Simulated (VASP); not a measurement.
# Al16CN16 (a cell with a defect) in VASP: single point with r2SCANh

Aim: the single point of Al16CN16 (a cell with a defect) with r2SCANh.

Program: VASP 6.6.1. These are calculated values, not measurements. Logs are shortened: lines on timing, memory, paths and dates and some standing lists are left out, and cuts for length are marked.

### Step 1. The cell of the first run

The cell holds a defect, 33 atoms: a = 6.260 Å, b = 6.260 Å, c = 10.035 Å, α = 90.00°, β = 90.00°, γ = 120.00°.

### Step 2. Single point, r2SCANh

POSCAR

```
Al16CN16
1.0
    6.2595139128      0.0000000578      0.0000000000
   -3.1297570064      5.4208980350      0.0000000000
    0.0000000000      0.0000000000     10.0348065929
Al N C
16 16 1
Direct
    0.3333333333      0.1666666667      0.2496176900
    0.1666666667      0.3333333333      0.4996176900
    0.3333333333      0.1666666667      0.7496176900
    0.1666666667      0.3333333333      0.9996176900
    0.3333333333      0.6666666667      0.2496176900
    0.1666666667      0.8333333333      0.4996176900
    0.3333333333      0.6666666667      0.7496176900
    0.1666666667      0.8333333333      0.9996176900
    0.8333333333      0.1666666667      0.2496176900
    0.6666666667      0.3333333333      0.4996176900
    0.8333333333      0.1666666667      0.7496176900
    0.6666666667      0.3333333333      0.9996176900
    0.8333333333      0.6666666667      0.2496176900
    0.6666666667      0.8333333333      0.4996176900
    0.8333333333      0.6666666667      0.7496176900
    0.6666666667      0.8333333333      0.9996176900
    0.3333333333      0.1666666667      0.4403823100
    0.1666666667      0.3333333333      0.1903823100
    0.3333333333      0.1666666667      0.9403823100
    0.1666666667      0.3333333333      0.6903823100
    0.3333333333      0.6666666667      0.4403823100
    0.1666666667      0.8333333333      0.1903823100
    0.3333333333      0.6666666667      0.9403823100
    0.1666666667      0.8333333333      0.6903823100
    0.8333333333      0.1666666667      0.4403823100
    0.6666666667      0.3333333333      0.1903823100
    0.8333333333      0.1666666667      0.9403823100
    0.6666666667      0.3333333333      0.6903823100
    0.8333333333      0.6666666667      0.4403823100
    0.6666666667      0.8333333333      0.1903823100
    0.8333333333      0.6666666667      0.9403823100
    0.6666666667      0.8333333333      0.6903823100
    0.0000000000      0.0000000000      0.3450000000
```

INCAR.step1

```
ALGO = Normal
EDIFF = 1E-5
ENCUT = 520
GGA = PE
ISIF = 2
ISMEAR = -1
LASPH = True
LREAL = Auto
LWAVE = True
NBANDS = 88
NELM = 80
PREC = Accurate
SIGMA = 0.01
```

INCAR.step2

```
AEXX = 0.1
ALGO = Normal
EDIFF = 1E-7
ENCUT = 520
ISIF = 2
ISMEAR = -1
ISTART = 1
LASPH = True
LCHARG = True
LELF = True
LHFCALC = True
LMIXTAU = True
LREAL = Auto
LVHAR = True
LWAVE = False
METAGGA = R2SCAN
NBANDS = 88
NELM = 80
PREC = Accurate
PRECFOCK = Fast
SIGMA = 0.01
```

KPOINTS

```
Automatic mesh
0
Gamma
  1 1 1
  0.25 0.25 0.25
```

Potentials or basis: VASP PAW PBE potentials, release 64 (Al, N, C).

Launch:

```bash
$ cat potpaw_PBE.64/Al/POTCAR potpaw_PBE.64/N/POTCAR potpaw_PBE.64/C/POTCAR > POTCAR
$ cp INCAR.step1 INCAR
$ mpirun -np 1 vasp_std > vasp.out
$ cp INCAR.step2 INCAR
$ mpirun -np 1 vasp_std > vasp.out
```

OUTCAR:

```text
AEXX = 0.1
   EDIFF = 1E-7
   ENCUT = 520
   ISIF = 2
   ISMEAR = -1
   ISTART = 1
   LASPH = True
   LHFCALC = True
   LREAL = Auto
   METAGGA = R2SCAN
   NELM = 80
   PREC = Accurate
   PRECFOCK = Fast

 ion  position               nearest neighbor table
   1  0.333  0.167  0.250-  18 1.90  26 1.90  22 1.90  17 1.91  33 2.04   4 3.09   2 3.09  12 3.09
                            10 3.09   8 3.09   6 3.09   9 3.13   9 3.13   5 3.13   5 3.13  13 3.13
   2  0.167  0.333  0.500-  17 1.90  25 1.90  21 1.90  20 1.91  33 2.38   3 3.09   1 3.09  11 3.09
                             9 3.09   7 3.09   5 3.09  10 3.13  10 3.13   6 3.13   6 3.13  14 3.13
   3  0.333  0.167  0.750-  20 1.90  28 1.90  24 1.90  19 1.91   2 3.09   4 3.09  10 3.09  12 3.09
                             6 3.09   8 3.09  11 3.13  11 3.13   7 3.13   7 3.13  15 3.13  15 3.13
   4  0.167  0.333  1.000-  19 1.90  27 1.90  23 1.90  18 1.91   1 3.09   3 3.09   9 3.09  11 3.09
                             5 3.09   7 3.09  12 3.13  12 3.13   8 3.13   8 3.13  16 3.13  16 3.13
   5  0.333  0.667  0.250-  22 1.90  30 1.90  18 1.90  21 1.91   6 3.09   8 3.09  14 3.09  16 3.09
                             2 3.09   4 3.09  13 3.13  13 3.13   1 3.13   1 3.13   9 3.13   9 3.13
   6  0.167  0.833  0.500-  21 1.90  29 1.90  17 1.90  24 1.91  33 2.38   7 3.09   5 3.09  15 3.09
                            13 3.09   3 3.09   1 3.09  14 3.13  14 3.13   2 3.13   2 3.13  10 3.13
   7  0.333  0.667  0.750-  24 1.90  32 1.90  20 1.90  23 1.91   6 3.09   8 3.09  14 3.09  16 3.09
                             2 3.09   4 3.09  15 3.13  15 3.13   3 3.13   3 3.13  11 3.13  11 3.13
   8  0.167  0.833  1.000-  23 1.90  31 1.90  19 1.90  22 1.91   5 3.09   7 3.09  13 3.09  15 3.09
                             1 3.09   3 3.09  16 3.13  16 3.13   4 3.13   4 3.13  12 3.13  12 3.13
   9  0.833  0.167  0.250-  26 1.90  18 1.90  30 1.90  25 1.91  33 2.04  12 3.09  10 3.09   4 3.09
[... 16 lines left out ...]
  18  0.167  0.333  0.190-   1 1.90   9 1.90   5 1.90   4 1.91
  19  0.333  0.167  0.940-   4 1.90  12 1.90   8 1.90   3 1.91
  20  0.167  0.333  0.690-   3 1.90  11 1.90   7 1.90   2 1.91
  21  0.333  0.667  0.440-   6 1.90  14 1.90   2 1.90   5 1.91
  22  0.167  0.833  0.190-   5 1.90  13 1.90   1 1.90   8 1.91
[... 8 lines left out ...]
  31  0.833  0.667  0.940-  16 1.90   8 1.90  12 1.90  15 1.91
  32  0.667  0.833  0.690-  15 1.90   7 1.90  11 1.90  14 1.91
  33  0.000  0.000  0.345-   1 2.04  13 2.04   9 2.04  14 2.38   2 2.38   6 2.38

  LATTYP: Found a hexagonal cell.
 ALAT       =     6.2595139128
 C/A-ratio  =     1.6031287306

  Lattice vectors:

 A1 = (   6.2595139128,   0.0000000578,   0.0000000000)
 A2 = (  -3.1297570064,   5.4208980350,   0.0000000000)
 A3 = (   0.0000000000,   0.0000000000,  10.0348065929)

Analysis of symmetry for initial positions (statically):
=====================================================================
 Subroutine PRICEL returns:
 Original cell was already a primitive cell.

 Routine SETGRP: Setting up the symmetry group for a
 hexagonal supercell.

 Subroutine GETGRP returns: Found  6 space group operations
 (whereof  6 operations were pure point group operations)
 out of a pool of 24 trial point group operations.

The static configuration has the point symmetry C_3v.

Analysis of symmetry for dynamics (positions and initial velocities):
=====================================================================
 Subroutine PRICEL returns:
 Original cell was already a primitive cell.

 Routine SETGRP: Setting up the symmetry group for a
 hexagonal supercell.

 Subroutine GETGRP returns: Found  6 space group operations
 (whereof  6 operations were pure point group operations)
 out of a pool of 24 trial point group operations.

The dynamic configuration has the point symmetry C_3v.

 Subroutine INISYM returns: Found  6 space group operations
 (whereof  6 operations are pure point group operations),
 and found     1 'primitive' translations

----------------------------------------------------------------------------------------

                                     Primitive cell

  volume of cell :     340.5029

  direct lattice vectors                    reciprocal lattice vectors
     6.259513913  0.000000058  0.000000000     0.159756813  0.092235641  0.000000000
    -3.129757006  5.420898035  0.000000000    -0.000000002  0.184471279  0.000000000
     0.000000000  0.000000000 10.034806593     0.000000000  0.000000000  0.099653141

  length of vectors
     6.259513913  6.259513913 10.034806593     0.184471279  0.184471279  0.099653141

  position of ions in fractional coordinates (direct lattice)
     0.333333333  0.166666667  0.249617690
     0.166666667  0.333333333  0.499617690
     0.333333333  0.166666667  0.749617690
     0.166666667  0.333333333  0.999617690
     0.333333333  0.666666667  0.249617690
     0.166666667  0.833333333  0.499617690
[... 25 lines left out ...]
     0.666666667  0.833333333  0.690382310
     0.000000000  0.000000000  0.345000000

  ion indices of the primitive-cell ions
   primitive index   ion index
                 1           1
                 2           2
                 3           3
                 4           4
                 5           5
                 6           6
[... 25 lines left out ...]
                32          32
                33          33

----------------------------------------------------------------------------------------

 KPOINTS: Automatic mesh

Automatic generation of k-mesh.
 Grid dimensions read from file:
 generate k-points for:    1    1    1

 Generating k-lattice:

  Cartesian coordinates                     Fractional coordinates (reciprocal lattice)
     0.159756813  0.092235641  0.000000000     1.000000000 -0.000000000  0.000000000
    -0.000000002  0.184471279  0.000000000     0.000000000  1.000000000  0.000000000
     0.000000000  0.000000000  0.099653141     0.000000000  0.000000000  1.000000000

  Length of vectors
     0.184471279  0.184471279  0.099653141

  Shift w.r.t. Gamma in fractional coordinates (k-lattice)
     0.250000000  0.250000000  0.250000000

 Subroutine IBZKPT returns following result:
 ===========================================

 Found      1 irreducible k-points:

 Following reciprocal coordinates:
            Coordinates               Weight
  0.250000  0.250000  0.250000     12.000000
   k-points           NKPTS =      1   k-points in BZ     NKDIM =     12   number of bands    NBANDS=     88
   number of dos      NEDOS =    301   number of ions     NIONS =     33
   total plane-waves  NPLWV = 184320
   dimension x,y,z NGX =    48 NGY =   48 NGZ =   80
   dimension x,y,z NGXF=    96 NGYF=   96 NGZF=  160
   ions per type =              16  16   1
   NGX,Y,Z   is equivalent  to a cutoff of  12.75, 12.75, 13.25 a.u.
   NGXF,Y,Z  is equivalent  to a cutoff of  25.50, 25.50, 26.51 a.u.
 SYSTEM =  unknown system
   PREC   = accura    normal or accurate (medium, high low for compatibility)
   ISTART =      1    job   : 0-new  1-cont  2-samecut
   ICHARG =      0    charge: 1-file 2-atom 10-const
   ISPIN  =      1    spin polarized calculation?
   LNONCOLLINEAR =      F non collinear calculations
   LSORBIT =      F    spin-orbit coupling
   LASPH  =      T    aspherical Exc in radial PAW
   ENCUT  =  520.0 eV  38.22 Ry    6.18 a.u.  11.64 11.64 18.66*2*pi/ulx,y,z
   NELM   =     80;   NELMIN=  2; NELMDL=  0     # of ELM steps
   EDIFF  = 0.1E-06   stopping-criterion for ELM
   LREAL  =      T    real-space projection
   EDIFFG = 0.1E-05   stopping-criterion for IOM
   NSW    =      0    number of steps for IOM
   IBRION =     -1    ionic relax: 0-MD 1-quasi-New 2-CG
   NFREE  =      0    steps in history (QN), initial steepest desc. (CG)
   ISIF   =      2    stress and relaxation
   ISYM   =      3    0-nonsym 1-usesym 2-fastsym
   POTIM  = 0.5000    time-step for ionic-motion
   TEBEG  =    0.0;   TEEND  =   0.0 temperature during run
   PSTRESS=    0.0 pullay stress
   NELECT =     132.0000    total number of electrons
   NUPDOWN=      -1.0000    fix difference up-down
   EMIN   =  10.00;   EMAX   =-10.00  energy-range for DOS
   EFERMI =   0.00;   METHOD = LEGACY
   ISMEAR =    -1;   SIGMA  =   0.01  broadening in eV -4-tet -1-fermi 0-gaus
   EFERMI_NEDOS =   21; number of points for ismear=-14 and -15
   IALGO  =     38    algorithm
   IMIX   =      1    mixing-type and parameters
     AMIX     =   0.40;   BMIX     =  1.00
     AMIX_MAG =   1.60;   BMIX_MAG =  1.00
  volume/ion in A,a.u.               =      10.32        69.63
  Fermi-wavevector in a.u.,A,eV,Ry     =   1.193693  2.255752 19.386971  1.424902
  Thomas-Fermi vector in A             =   2.329701
   LORBIT       =      0    0 simple, 1 ext, 2 COOP (PROOUT), +10 PAW based schemes
   METAGGA = R2SCAN    functional components
   LHFCALC =     T    Hartree Fock is set to
   PRECFOCK=fast      Normal, Fast or Accurate (Low or Medium for compatibility)
   ENCUT4O =  -1.0   cutoff for four orbital integrals eV
   NKREDX  =     1    reduce k-point grid by
   NKREDY  =     1    reduce k-point grid by
   NKREDZ  =     1    reduce k-point grid by
   AEXX    =    0.1000 exact exchange contribution
   HFSCREEN=    0.0000 screening length (either q_TF or 0.3 A-1)
   HFSCREENC=   0.0000 screening length for correlation (either q_TF or 0.3 A-1)
   ENCUTFOCK=  -1.0 apply spherical cutoff to Coloumb kernel
   IVDW    =     0    specifies the selected vdW correction
   LEPSILON=     F    determine dielectric tensor
   LRPA    =     F    only Hartree local field effects (RPA)
 non-spin polarized calculation
  energy-cutoff  :      520.00
  volume of cell :      340.50
 maximum number of plane-waves:      9148
 NGX is ok and might be reduce to    48
  NGX = 28; NGY = 28; NGZ = 42

 number of electron     131.9999982 magnetization

 Free energy of the ion-electron system (eV)
  ---------------------------------------------------
  ext. energy  EPLUGINS =         0.00000000
  ---------------------------------------------------
  free energy    TOTEN  =      -323.91381859 eV

  energy without entropy =     -323.91381859  energy(sigma->0) =     -323.91381859

 E-fermi :   9.4738     XC(G=0): -10.4689

 val. band max:        9.1901020421   @ k =   0.2500   0.2500   0.2500
 cond. band min:       9.8194046869   @ k =   0.2500   0.2500   0.2500
 fundamental gap:      0.6293026448
 Fermi energy:         9.4737577101

 k-point     1 :       0.2500    0.2500    0.2500
  band No.  band energies     occupation
      1     -11.1129      2.00000
      2     -10.2854      2.00000
      3     -10.0341      2.00000
      4      -9.9217      2.00000
      5      -9.4517      2.00000
      6      -9.4171      2.00000
[... 70 lines left out ...]
     77      13.6664      0.00000
     78      13.7833      0.00000
 [bands above 78 left out]

------------------------ aborting loop because EDIFF is reached ----------------------------------------

  FORCE on cell =-STRESS in cart. coord.  units (eV):
  Direction    XX          YY          ZZ          XY          YZ          ZX
  --------------------------------------------------------------------------------------
  -------------------------------------------------------------------------------------
  Total       -4.6745492     -4.6745492      6.2297896     -0.0000000     -0.0000000      0.0000000
  in kB      -21.9952783    -21.9952783     29.3131917     -0.0000000     -0.0000000      0.0000000
  external PRESSURE =      -4.8924550 kB  Pullay stress =       0.0000000 kB

 VOLUME and BASIS-vectors are now :
 -----------------------------------------------------------------------------
  energy-cutoff  :      520.00
  volume of cell :      340.50
      direct lattice vectors                 reciprocal lattice vectors
     6.259513913  0.000000058  0.000000000     0.159756813  0.092235641  0.000000000
    -3.129757006  5.420898035  0.000000000    -0.000000002  0.184471279  0.000000000
     0.000000000  0.000000000 10.034806593     0.000000000  0.000000000  0.099653141

 POSITION                                       TOTAL-FORCE (eV/Angst)
 -----------------------------------------------------------------------------------
      1.56488      0.90348      2.50487        -0.496440     -0.286620     -0.434301
     -0.00000      1.80697      5.01357        -0.000000      0.753025      0.389905
      1.56488      0.90348      7.52227         0.103365      0.059678      0.331572
     -0.00000      1.80697     10.03097        -0.000000      0.074137      0.352252
     -0.00000      3.61393      2.50487         0.000000     -0.000000     -0.534049
     -1.56488      4.51742      5.01357         0.652139     -0.376513      0.389905
[... 25 lines left out ...]
      1.56488      4.51742      6.92785         0.088533      0.051115     -0.374936
      0.00000      0.00000      3.46201         0.000000     -0.000000     -0.632460
 -----------------------------------------------------------------------------------
    total drift:                                0.000001     -0.000001     -0.107072

  FREE ENERGIE OF THE ION-ELECTRON SYSTEM (eV)
  ---------------------------------------------------
  free  energy   TOTEN  =      -323.9138185856 eV

  energy  without entropy=     -323.9138185856  energy(sigma->0) =     -323.91381859
```

It took 68 min on 1 thread of Intel Xeon Platinum 8259CL at 2.50GHz (Skylake/Cascade Lake), shared host; peak memory 0.57 GiB.

Results:

```
Free energy            : -323.9138 eV
Pressure               : -0.5 GPa
Largest force          : 2.120 eV/Å
Band gap on the k mesh : 0.63 eV
```

Forces on the atoms (eV/Å):
```
Al  -0.496 -0.287 -0.434
Al   0.000  0.753  0.390
Al   0.103  0.060  0.332
Al   0.000  0.074  0.352
Al   0.000  0.000 -0.534
Al   0.652 -0.377  0.390
Al   0.000  0.000  0.307
Al   0.064 -0.037  0.352
Al   0.496 -0.287 -0.434
Al   0.000  0.000  1.435
Al  -0.103  0.060  0.332
Al   0.000  0.000  0.088
Al   0.000  0.573 -0.434
Al  -0.652 -0.377  0.390
Al   0.000 -0.119  0.332
Al  -0.064 -0.037  0.352
N    1.229  0.709  1.228
N    0.000  1.553 -1.443
N   -0.008 -0.005 -0.236
N    0.000 -0.102 -0.375
N    0.000  0.000  0.000
N    1.345 -0.776 -1.443
N    0.000  0.000 -0.468
N   -0.089  0.051 -0.375
N   -1.229  0.709  1.228
N    0.000  0.000  0.202
N    0.008 -0.005 -0.236
N    0.000  0.000  0.164
N    0.000 -1.419  1.228
N   -1.345 -0.776 -1.443
N    0.000  0.010 -0.236
N    0.089  0.051 -0.375
C    0.000  0.000 -0.632
```

Stress tensor (GPa, compression positive):
```
-2.20  0.00  0.00
 0.00 -2.20  0.00
 0.00  0.00  2.93
```

Caveat: the k points lie up to 1.16 Å⁻¹ apart, too coarse for converged energies, forces and pressures; the PAW data sets were made with another functional, which shifts forces and pressure a little.
